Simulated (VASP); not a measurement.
Input of a VASP 6.6.1 run:

The input INCAR:

```
PREC     = Accurate       # precision mode
ENCUT    = 520            # plane-wave cutoff, eV
EDIFF    = 1E-6           # SCF threshold, eV
ISMEAR   = 0              # smearing method
SIGMA    = 0.15           # smearing width, eV
LREAL    = F              # projectors in reciprocal space
LASPH    = T              # aspherical terms in the spheres
NELM     = 100            # most SCF steps
ALGO     = Fast           # electronic algorithm
ISIF     = 2              # what is computed and relaxed
LWAVE    = F              # write WAVECAR
LCHARG   = F              # write CHGCAR
GGA      = CA             # functional
NBANDS   = 14             # bands
```

File KPOINTS:

```
Automatic mesh
0
Gamma
  20 20 20
```

Contents of POSCAR:

```
Rh
1.0
   -0.2815552893      1.8019538512      1.8770352617
    1.8019538512     -0.2815552893      1.8770352617
    1.5203985620      1.5203985620      0.0000000000
Rh
1
Direct
    0.0000000000      0.0000000000      0.0000000000
```

Potentials or basis: VASP PAW LDA potentials, release 64 (Rh_pv).

Command:

```bash
$ cat potpaw_LDA.64/Rh_pv/POTCAR > POTCAR
$ mpirun -np 1 vasp_std > vasp.out
```

Problem. Estimate the band gap on the k mesh.

Solution. Zero (an odd number of electrons rules out a gap without spin polarisation).

Problem. Predict the pressure.

Solution. 92.0 GPa.

Stress tensor (GPa, compression positive):
```
119.00 103.79   0.00
103.79 119.00   0.00
  0.00   0.00  37.91
```

Caveat: the cell stands under pressure.
